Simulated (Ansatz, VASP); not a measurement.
# BaTiO3 in VASP and in Ansatz

```xyz
5
Lattice="4.0192 0.0000 0.0000 0.0000 4.0192 0.0000 0.0000 0.0000 4.0193" Properties=species:S:1:pos:R:3 pbc="T T T"
Ba    0.0000    0.0000    0.0000
Ti    2.0096    2.0096    2.0096
O     1.9389    1.9389   -0.2000
O     2.0096    0.0000    2.0096
O     0.0000    2.0096    2.0096
```

Alike in both runs: task single point; functional PBE; k mesh 8 × 8 × 8; occupations gaussian, width 0.05 eV; no spin polarisation.

|  | VASP | Ansatz |
| --- | --- | --- |
| version | VASP 6.6.1 | Ansatz 0.2.0 |
| potentials or method | VASP PAW PBE potentials, release 64 (Ba_sv, Ti_sv, O), cutoff 520 eV | scalar-relativistic, plane waves, PAW |
| valence electrons in the cell | 40 | 40 |

|  | VASP | Ansatz | Ansatz less VASP |
| --- | --- | --- | --- |
| gap on the k mesh at the Fermi level (eV) | 1.79 | 1.85 | +0.067 |
| least direct gap on the mesh (eV) | 2.08 | 2.11 | +0.029 |
| pressure (GPa) | 4.6 | 2.9 | -1.74 |
| traceless stress, the component that is largest in VASP (GPa) | 2.85 | 2.73 | -0.121 |
| rms of the force components (eV/Å) | 0.554 | 0.543 | -0.0113 |

Atom by atom the forces differ by 0.031 eV/Å (rms over components).

Spin-orbit coupling is off throughout.
